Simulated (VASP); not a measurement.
Here is a VASP 6.6.1 calculation.

INCAR

```
SYSTEM = PbS
ALGO = Normal ; EDIFF = 1E-6
ENCUT = 520 ; GGA = PS
ISIF = 2 ; ISMEAR = -1
LASPH = .True. ; LCHARG = .False.
LREAL = Auto ; LWAVE = .False.
NBANDS = 94 ; NELM = 80
PREC = Accurate ; SIGMA = 0.112
```

KPOINTS

```
k-points
0
Gamma
  2 2 2
  0 0 0
```

Contents of POSCAR:

```
PbS
1.0
    0.0000000000      5.9744654327      5.9744654327
    5.9744654327      0.0000000000      5.9744654327
    5.9744654327      5.9744654327      0.0000000000
Pb S
8 8
Direct
    0.0038558261     -0.0144547660      0.0177275275
    0.0066600101      0.0122323915      0.4909066816
   -0.0113368302      0.5102987931      0.0095053692
   -0.0046158941      0.4924456478      0.5003655195
    0.4963895989     -0.0137807308      0.0052952855
    0.4882770740     -0.0008105328      0.5136189228
    0.4887936055      0.5110757664      0.0105190164
    0.5141542845      0.5021985705      0.4714721395
    0.2563330590      0.2474840664      0.2576406236
    0.2109356919      0.3066528747      0.7516943651
    0.2597704376      0.7740731873      0.2547758485
    0.2963440863      0.7518986511      0.7270892348
    0.7622499538      0.2421004885      0.2100263219
    0.7300352725      0.2995900671      0.7675616424
    0.7070397423      0.7628085812      0.2812562093
    0.7497011323      0.7284937120      0.7417511324
```

Potentials or basis: VASP PAW PBE potentials, release 64 (Pb_d, S).

Run with:

```sh
$ cat potpaw_PBE.64/Pb_d/POTCAR potpaw_PBE.64/S/POTCAR > POTCAR
$ mpirun -np 1 vasp_std > vasp.out
```

**Question.** What does it give for the pressure?

**Answer.** -1.0 GPa.

**Question.** Predict the band gap on the k mesh.

**Answer.** 0.48 eV.

**Question.** What does it give for the largest force?

**Answer.** 1.338 eV/Å.

Forces in eV/Å, atoms in the order of the input:
```
Pb  -0.159 -0.536  0.171
Pb   0.055  0.161 -0.145
Pb  -0.473 -0.171 -0.019
Pb   0.355  0.146 -0.139
Pb   0.137 -0.103  0.754
Pb   0.181  0.125  0.528
Pb  -0.309 -0.118  0.044
Pb   0.398  0.604 -0.642
S   -0.384 -0.425 -0.387
S   -0.385  0.528 -0.266
S    0.354 -0.364 -0.404
S    0.045 -0.727 -1.123
S    0.735  0.761  0.465
S   -1.056  0.076 -0.286
S   -0.281 -0.251  0.885
S    0.786  0.295  0.565
```

Caveat: the k points lie up to 0.46 Å⁻¹ apart; the atoms stand as in a frame of molecular dynamics; the PAW data sets were made with another functional, which shifts forces and pressure a little; spin-orbit coupling is left out, which moves the levels of the heavy elements. A k mesh can miss the band edges.
